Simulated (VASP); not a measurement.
# Pt (Pm-3m) in VASP: a series of runs

Pt is run at these levels: PBE; tasks: single point.

All numbers are computed with VASP 6.6.1; they aren't measurements. Logs are shortened: lines on timing, memory, paths and dates and some standing lists are left out, and cuts for length are marked.

### 1 The cell of the first run

Symmetry: Pm-3m, No. 221, cubic system. The conventional cell has a = 2.626 Å, b = 2.626 Å, c = 2.626 Å, α = 90.00°, β = 90.00°, γ = 90.00°. Pt (site symmetry m-3m) has 6 Pt at 2.63 Å within 3.5 Å.

### 2 Single point, PBE

Contents of INCAR:

```
  PREC = Accurate
  ENCUT = 520
  EDIFF = 1E-6
  ISMEAR = -1
  SIGMA = 0.06122561905347299
  LREAL = False
  LASPH = True
  NELM = 80
  ALGO = Normal
  ISIF = 2
  LWAVE = False
  LCHARG = False
  GGA = PE
  NBANDS = 11
```

Contents of KPOINTS:

```
regular mesh
0
Gamma
  41 41 41
```

Contents of POSCAR:

```
Pt
1.0
    2.6257084709      0.0000000000      0.0000000000
    0.0000000000      2.6257084709      0.0000000000
    0.0000000000      0.0000000000      2.6257084709
Pt
1
Direct
    0.0000000000      0.0000000000      0.0000000000
```

Potentials or basis: VASP PAW PBE potentials, release 64 (Pt).

The run is started by

```
$ cat potpaw_PBE.64/Pt/POTCAR > POTCAR
$ mpirun -np 1 vasp_std > vasp.out
```

OUTCAR:

```text
PREC = Accurate
   ENCUT = 520
   EDIFF = 1E-6
   ISMEAR = -1
   LREAL = False
   LASPH = True
   NELM = 80
   ISIF = 2
   GGA = PE

 ion  position               nearest neighbor table
   1  0.000  0.000  0.000-

  LATTYP: Found a simple cubic cell.
 ALAT       =     2.6257084709

  Lattice vectors:

 A1 = (   2.6257084709,   0.0000000000,   0.0000000000)
 A2 = (   0.0000000000,   2.6257084709,   0.0000000000)
 A3 = (   0.0000000000,   0.0000000000,   2.6257084709)

Analysis of symmetry for initial positions (statically):
=====================================================================
 Subroutine PRICEL returns:
 Original cell was already a primitive cell.

 Routine SETGRP: Setting up the symmetry group for a
 simple cubic supercell.

 Subroutine GETGRP returns: Found 48 space group operations
 (whereof 48 operations were pure point group operations)
 out of a pool of 48 trial point group operations.

The static configuration has the point symmetry O_h .

Analysis of symmetry for dynamics (positions and initial velocities):
=====================================================================
 Subroutine PRICEL returns:
 Original cell was already a primitive cell.

 Routine SETGRP: Setting up the symmetry group for a
 simple cubic supercell.

 Subroutine GETGRP returns: Found 48 space group operations
 (whereof 48 operations were pure point group operations)
 out of a pool of 48 trial point group operations.

The dynamic configuration has the point symmetry O_h .

 Subroutine INISYM returns: Found 48 space group operations
 (whereof 48 operations are pure point group operations),
 and found     1 'primitive' translations

----------------------------------------------------------------------------------------

                                     Primitive cell

  volume of cell :      18.1025

  direct lattice vectors                    reciprocal lattice vectors
     2.625708471  0.000000000  0.000000000     0.380849592  0.000000000  0.000000000
     0.000000000  2.625708471  0.000000000     0.000000000  0.380849592  0.000000000
     0.000000000  0.000000000  2.625708471     0.000000000  0.000000000  0.380849592

  length of vectors
[... 80 lines left out ...]
   EDIFF  = 0.1E-05   stopping-criterion for ELM
   LREAL  =      F    real-space projection
   EDIFFG = 0.1E-04   stopping-criterion for IOM
   NSW    =      0    number of steps for IOM
   IBRION =     -1    ionic relax: 0-MD 1-quasi-New 2-CG
   NFREE  =      0    steps in history (QN), initial steepest desc. (CG)
   ISIF   =      2    stress and relaxation
   ISYM   =      2    0-nonsym 1-usesym 2-fastsym
   POTIM  = 0.5000    time-step for ionic-motion
   TEBEG  =    0.0;   TEEND  =   0.0 temperature during run
   PSTRESS=    0.0 pullay stress
   NELECT =      10.0000    total number of electrons
   NUPDOWN=      -1.0000    fix difference up-down
   EMIN   =  10.00;   EMAX   =-10.00  energy-range for DOS
   EFERMI =   0.00;   METHOD = LEGACY
   ISMEAR =    -1;   SIGMA  =   0.06  broadening in eV -4-tet -1-fermi 0-gaus
   EFERMI_NEDOS =   21; number of points for ismear=-14 and -15
   IALGO  =     38    algorithm
   IMIX   =      4    mixing-type and parameters
     AMIX     =   0.40;   BMIX     =  1.00
     AMIX_MAG =   1.60;   BMIX_MAG =  1.00
  volume/ion in A,a.u.               =      18.10       122.16
  Fermi-wavevector in a.u.,A,eV,Ry     =   1.343265  2.538403 24.549815  1.804361
  Thomas-Fermi vector in A             =   2.471353
   LORBIT       =      0    0 simple, 1 ext, 2 COOP (PROOUT), +10 PAW based schemes
   GGA     = PE    functional components
   LHFCALC =     F    Hartree Fock is set to
   AEXX    =    0.0000 exact exchange contribution
   IVDW    =     0    specifies the selected vdW correction
   LEPSILON=     F    determine dielectric tensor
   LRPA    =     F    only Hartree local field effects (RPA)
 non-spin polarized calculation
  energy-cutoff  :      520.00
  volume of cell :       18.10
 maximum number of plane-waves:       500
 NGX is ok and might be reduce to    20
   NGX =  9   NGY =  9   NGZ =  9

 number of electron      10.0000002 magnetization

 Free energy of the ion-electron system (eV)
  ---------------------------------------------------
  ext. energy  EPLUGINS =         0.00000000
  ---------------------------------------------------
  free energy    TOTEN  =        -5.65375103 eV

  energy without entropy =       -5.63643251  energy(sigma->0) =       -5.64509177

 E-fermi :   8.1541     XC(G=0): -12.2618

 val. band max:        8.1526448349   @ k =   0.4878   0.1463   0.0488
 cond. band min:       8.1549735927   @ k =   0.4146   0.3659   0.1463
 fundamental gap:      0.0023287578
 Fermi energy:         8.1540645757

 k-point     1 :       0.0000    0.0000    0.0000
  band No.  band energies     occupation
      1      -0.1949      2.00000
      2       2.5581      2.00000
      3       2.5581      2.00000
      4       8.4444      0.01729
      5       8.4444      0.01729
      6       8.4444      0.01729
      7      23.3249      0.00000
      8      23.3249      0.00000
      9      23.3249      0.00000
     10      29.0074      0.00000
     11      31.7045      0.00000
[... 309 lines left out ...]
 k-point    24 :       0.0732    0.0244    0.0000
  band No.  band energies     occupation
      1      -0.0272      2.00000
      2       2.5973      2.00000
      3       2.6977      2.00000
      4       8.2941      0.18436
      5       8.3108      0.14353
      6       8.4401      0.01855
      7      22.3038      0.00000
      8      23.4639      0.00000
      9      23.6230      0.00000
     10      29.7500      0.00000
     11      30.8328      0.00000

 [... further k-points ...]

------------------------ aborting loop because EDIFF is reached ----------------------------------------

  FORCE on cell =-STRESS in cart. coord.  units (eV):
  Direction    XX          YY          ZZ          XY          YZ          ZX
  --------------------------------------------------------------------------------------
  -------------------------------------------------------------------------------------
  Total       -0.0791784     -0.0791784     -0.0791784     -0.0000000     -0.0000000     -0.0000000
  in kB       -7.0077367     -7.0077367     -7.0077367     -0.0000000     -0.0000000     -0.0000000
  external PRESSURE =      -7.0077367 kB  Pullay stress =       0.0000000 kB

 VOLUME and BASIS-vectors are now :
 -----------------------------------------------------------------------------
  energy-cutoff  :      520.00
  volume of cell :       18.10
      direct lattice vectors                 reciprocal lattice vectors
     2.625708471  0.000000000  0.000000000     0.380849592  0.000000000  0.000000000
     0.000000000  2.625708471  0.000000000     0.000000000  0.380849592  0.000000000
     0.000000000  0.000000000  2.625708471     0.000000000  0.000000000  0.380849592

 POSITION                                       TOTAL-FORCE (eV/Angst)
 -----------------------------------------------------------------------------------
      0.00000      0.00000      0.00000         0.000000      0.000000      0.000000
 -----------------------------------------------------------------------------------
    total drift:                               -0.000000      0.000000     -0.000000

  FREE ENERGIE OF THE ION-ELECTRON SYSTEM (eV)
  ---------------------------------------------------
  free  energy   TOTEN  =        -5.6537510254 eV

  energy  without entropy=       -5.6364325095  energy(sigma->0) =       -5.64509177
```

Wall time 2.2 min (1 thread of AMD EPYC 7R13 (Zen 3), shared host); peak memory 0.4 GiB.

What came out:

| Quantity | Value |
| --- | --- |
| Free energy | -5.6538 eV |
| Pressure | -0.7 GPa |
| Band gap on the k mesh | zero (band 5 reaches 10.16 eV, above the bottom of band 6 at 7.07 eV) |

Caveat: spin-orbit coupling is left out, which moves the levels of the heavy elements.

### 3 Single point, PBE

This run uses another cell than the first one, of 18.46 Å³/atom, 1.020 times its volume.

Contents of INCAR:

```
PREC     = Accurate       # precision mode
ENCUT    = 520            # plane-wave cutoff, eV
EDIFF    = 1E-6           # SCF threshold, eV
ISMEAR   = -1             # smearing method
SIGMA    = 0.06122561905347299 # smearing width, eV
LREAL    = F              # projectors in reciprocal space
LASPH    = T              # aspherical terms in the spheres
NELM     = 60             # most SCF steps
ALGO     = Normal         # electronic algorithm
ISIF     = 2              # what is computed and relaxed
LWAVE    = F              # write WAVECAR
LCHARG   = F              # write CHGCAR
GGA      = PE             # functional
NBANDS   = 11             # bands
```

Contents of KPOINTS:

```
Automatic mesh
0
Gamma
  41 41 41
```

Contents of POSCAR:

```
Pt
1.0
    2.6430977755      0.0000000000      0.0000000000
    0.0000000000      2.6430977755      0.0000000000
    0.0000000000      0.0000000000      2.6430977755
Pt
1
Direct
    0.0000000000      0.0000000000      0.0000000000
```

Potentials or basis: VASP PAW PBE potentials, release 64 (Pt).

The run is started by

```
$ cat potpaw_PBE.64/Pt/POTCAR > POTCAR
$ mpirun -np 1 vasp_std > vasp.out
```

It took 2.3 min on 1 thread of AMD EPYC 7R13 (Zen 3), shared host; peak memory 0.41 GiB.

Results (log left out):

- Free energy: -5.6485 eV
- Pressure: -4.1 GPa
- Band gap on the k mesh: zero (band 5 reaches 9.78 eV, above the bottom of band 6 at 6.80 eV)

Levels at points of the mesh, in eV from the Fermi level:
```
           k point  band 3  band 4  band 5  band 6  band 7  band 8
(0.00, 0.00, 0.00)   -5.43    0.27    0.27    0.27   15.06   15.06
```

Caveat: spin-orbit coupling is left out, which moves the levels of the heavy elements.

### 4 Single point, PBE

This run uses another cell than the first one, of 18.83 Å³/atom, 1.040 times its volume.

Contents of INCAR:

```
SYSTEM = Pt
PREC = Accurate
ENCUT = 520
EDIFF = 1E-6
ISMEAR = -1
SIGMA = 0.06122561905347299
LREAL = .FALSE.
LASPH = .TRUE.
NELM = 100
ALGO = Normal
ISIF = 2
LWAVE = .FALSE.
LCHARG = .FALSE.
GGA = PE
NBANDS = 11
```

Contents of KPOINTS:

```
regular mesh
0
G
  41 41 41
  0 0 0
```

Contents of POSCAR:

```
Pt
1.0
    2.6602612290      0.0000000000      0.0000000000
    0.0000000000      2.6602612290      0.0000000000
    0.0000000000      0.0000000000      2.6602612290
Pt
1
Direct
    0.0000000000      0.0000000000      0.0000000000
```

Potentials or basis: VASP PAW PBE potentials, release 64 (Pt).

The run is started by

```
$ cat potpaw_PBE.64/Pt/POTCAR > POTCAR
$ mpirun -np 1 vasp_std > vasp.out
```

OUTCAR:

```text
SYSTEM = Pt
   PREC = Accurate
   ENCUT = 520
   EDIFF = 1E-6
   ISMEAR = -1
   LREAL = .FALSE.
   LASPH = .TRUE.
   NELM = 100
   ISIF = 2
   GGA = PE

 ion  position               nearest neighbor table
   1  0.000  0.000  0.000-

  LATTYP: Found a simple cubic cell.
 ALAT       =     2.6602612290

  Lattice vectors:

 A1 = (   2.6602612290,   0.0000000000,   0.0000000000)
 A2 = (   0.0000000000,   2.6602612290,   0.0000000000)
 A3 = (   0.0000000000,   0.0000000000,   2.6602612290)

Analysis of symmetry for initial positions (statically):
=====================================================================
 Subroutine PRICEL returns:
 Original cell was already a primitive cell.

 Routine SETGRP: Setting up the symmetry group for a
 simple cubic supercell.

 Subroutine GETGRP returns: Found 48 space group operations
 (whereof 48 operations were pure point group operations)
 out of a pool of 48 trial point group operations.

The static configuration has the point symmetry O_h .

Analysis of symmetry for dynamics (positions and initial velocities):
=====================================================================
 Subroutine PRICEL returns:
 Original cell was already a primitive cell.

 Routine SETGRP: Setting up the symmetry group for a
 simple cubic supercell.

 Subroutine GETGRP returns: Found 48 space group operations
 (whereof 48 operations were pure point group operations)
 out of a pool of 48 trial point group operations.

The dynamic configuration has the point symmetry O_h .

 Subroutine INISYM returns: Found 48 space group operations
 (whereof 48 operations are pure point group operations),
 and found     1 'primitive' translations

[... 114 lines left out ...]
  Fermi-wavevector in a.u.,A,eV,Ry     =   1.325818  2.505433 23.916227  1.757793
  Thomas-Fermi vector in A             =   2.455251
   LORBIT       =      0    0 simple, 1 ext, 2 COOP (PROOUT), +10 PAW based schemes
   GGA     = PE    functional components
   LHFCALC =     F    Hartree Fock is set to
   AEXX    =    0.0000 exact exchange contribution
   IVDW    =     0    specifies the selected vdW correction
   LEPSILON=     F    determine dielectric tensor
   LRPA    =     F    only Hartree local field effects (RPA)
 non-spin polarized calculation
  energy-cutoff  :      520.00
  volume of cell :       18.83
 maximum number of plane-waves:       521
 NGX is ok and might be reduce to    20
   NGX =  9   NGY =  9   NGZ =  9

 number of electron      10.0000001 magnetization

 Free energy of the ion-electron system (eV)
  ---------------------------------------------------
  ext. energy  EPLUGINS =         0.00000000
  ---------------------------------------------------
  free energy    TOTEN  =        -5.63596362 eV

  energy without entropy =       -5.61756361  energy(sigma->0) =       -5.62676362

 E-fermi :   7.5526     XC(G=0): -12.0369

 val. band max:        7.5522144151   @ k =   0.3902   0.1220   0.0976
 cond. band min:       7.5539375489   @ k =   0.1707   0.1220   0.0000
 fundamental gap:      0.0017231338
 Fermi energy:         7.5526223018

 k-point     1 :       0.0000    0.0000    0.0000
  band No.  band energies     occupation
      1      -0.4451      2.00000
      2       2.2721      2.00000
      3       2.2721      2.00000
      4       7.8112      0.02887
      5       7.8112      0.02887
      6       7.8112      0.02887
      7      22.5050      0.00000
      8      22.5050      0.00000
      9      22.5050      0.00000
     10      27.9767      0.00000
     11      30.6339      0.00000
[... 309 lines left out ...]
 k-point    24 :       0.0732    0.0244    0.0000
  band No.  band energies     occupation
      1      -0.2833      2.00000
      2       2.3091      2.00000
      3       2.4036      2.00000
      4       7.6722      0.24830
      5       7.6877      0.19846
      6       7.8073      0.03075
      7      21.4939      0.00000
      8      22.6326      0.00000
      9      22.7891      0.00000
     10      28.7015      0.00000
     11      29.8666      0.00000

 [... further k-points ...]

------------------------ aborting loop because EDIFF is reached ----------------------------------------

  FORCE on cell =-STRESS in cart. coord.  units (eV):
  Direction    XX          YY          ZZ          XY          YZ          ZX
  --------------------------------------------------------------------------------------
  -------------------------------------------------------------------------------------
  Total       -0.8347494     -0.8347494     -0.8347494     -0.0000000      0.0000000     -0.0000000
  in kB      -71.0385077    -71.0385077    -71.0385077     -0.0000000      0.0000000     -0.0000000
  external PRESSURE =     -71.0385077 kB  Pullay stress =       0.0000000 kB

 VOLUME and BASIS-vectors are now :
 -----------------------------------------------------------------------------
  energy-cutoff  :      520.00
  volume of cell :       18.83
      direct lattice vectors                 reciprocal lattice vectors
     2.660261229  0.000000000  0.000000000     0.375902934  0.000000000  0.000000000
     0.000000000  2.660261229  0.000000000     0.000000000  0.375902934  0.000000000
     0.000000000  0.000000000  2.660261229     0.000000000  0.000000000  0.375902934

 POSITION                                       TOTAL-FORCE (eV/Angst)
 -----------------------------------------------------------------------------------
      0.00000      0.00000      0.00000         0.000000      0.000000      0.000000
 -----------------------------------------------------------------------------------
    total drift:                               -0.000000      0.000000     -0.000000

  FREE ENERGIE OF THE ION-ELECTRON SYSTEM (eV)
  ---------------------------------------------------
  free  energy   TOTEN  =        -5.6359636208 eV

  energy  without entropy=       -5.6175636146  energy(sigma->0) =       -5.62676362
```

stdout:

```text
POSCAR found type information on POSCAR Pt
 POSCAR found :  1 types and       1 ions
 scaLAPACK will be used
 LDA part: xc-table for (Slater+PW92), standard interpolation
 POSCAR, INCAR and KPOINTS ok, starting setup
 FFT: planning ... GRIDC
 FFT: planning ... GRID_SOFT
 FFT: planning ... GRID
 WAVECAR not read
 entering main loop
```

It took 2.3 min on 1 thread of AMD EPYC 7R13 (Zen 3), shared host; peak memory 0.41 GiB.

Results:

- Free energy: -5.6360 eV
- Pressure: -7.1 GPa
- Band gap on the k mesh: zero (band 5 reaches 9.42 eV, above the bottom of band 6 at 6.53 eV)

Levels at points of the mesh, in eV from the Fermi level:
```csv
k point,band 2,band 3,band 4,band 5,band 6,band 7,band 8,band 9
"(0.00, 0.00, 0.00)",-5.28,-5.28,0.26,0.26,0.26,14.95,14.95,14.95
```

Caveat: spin-orbit coupling is left out, which moves the levels of the heavy elements.

### 5 The runs side by side

```csv
cell,gap on the mesh (eV),pressure (GPa)
"a = 2.626 Å, 1 atom",none,-0.7
"a = 2.643 Å, 1 atom",none,-4.1
"a = 2.660 Å, 1 atom",none,-7.1
```

Alike in all rows: task single point; level PBE; potentials or basis VASP PAW PBE potentials, release 64 (Pt); no spin polarisation; k mesh 41 × 41 × 41; cutoff (eV) 520; smearing fermi-dirac 0.0612256 eV.

Caveats: spin-orbit coupling is left out, which moves the levels of the heavy elements.

Absolute energies hang on the potentials; compare differences alone.
